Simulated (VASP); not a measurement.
Wanted: the native input for a VASP 6.6.1 run.

| Item | Value |
| --- | --- |
| Task | single point |
| Functional | PBE |
| Potentials or basis | VASP PAW PBE potentials, release 64 (C) |
| Cutoff | 520 eV |
| k mesh | 18 × 18 × 2 |
| Occupations | gaussian, width 0.1 eV |
| Spin | no spin polarisation |
| Dipole correction | no |
| Further INCAR settings | ALGO = Normal; EDIFF = 1e-06; NBANDS = 36 |

The structure of C lies in POSCAR:

```
C
1.0
    2.4604096260      0.0000000000      0.0000000000
   -1.2302048130      2.1307772398      0.0000000000
    0.0000000000      0.0000000000     29.2843514882
C
12
Direct
    0.6666666667      0.3333333333      0.9633046900
    0.6666666667      0.3333333333      0.4633053611
    0.6666666667      0.3333333333      0.7679576237
    0.6666666667      0.3333333333      0.2679576625
    0.0000000000      0.0000000000      0.6157376426
    0.3333333333      0.6666666667      0.2679576237
    0.0000000000      0.0000000000      0.1157376426
    0.6666666667      0.3333333333      0.6157370101
    0.3333333333      0.6666666667      0.7679576625
    0.3333333333      0.6666666667      0.1157370101
    0.3333333333      0.6666666667      0.4633046900
    0.3333333333      0.6666666667      0.9633053611
```

This cell differs from its parent crystal: uniaxial strain along c: +1.0 %.

One way to write it, as run:

INCAR

```
SYSTEM = C
PREC = Accurate
ENCUT = 520
EDIFF = 1E-6
ISMEAR = 0
SIGMA = 0.1
LREAL = .FALSE.
LASPH = .TRUE.
NELM = 80
ALGO = Normal
ISIF = 2
LWAVE = .FALSE.
LCHARG = .TRUE.
GGA = PE
LELF = .TRUE.
LVHAR = .TRUE.
NBANDS = 36
```

KPOINTS

```
Automatic mesh
0
G
  18 18 2
  0 0 0
```

Potentials or basis: VASP PAW PBE potentials, release 64 (C).

The run is started by

```bash
$ cat potpaw_PBE.64/C/POTCAR > POTCAR
$ mpirun -np 1 vasp_std > vasp.out
```

Results of the run:

```
Pressure               : 1.7 GPa
Band gap on the k mesh : zero (filled and empty bands touch)
```

Caveat: the cell differs from its parent crystal (uniaxial strain along c: +1.0 %); this functional lacks dispersion, which binds the layers, so the pressure and a relaxed spacing across them are unreliable.

Wall time 3.1 min on 1 thread of Intel(R) Xeon(R) 6975P-C (Granite Rapids) (shared host), peak memory 0.42 GiB.
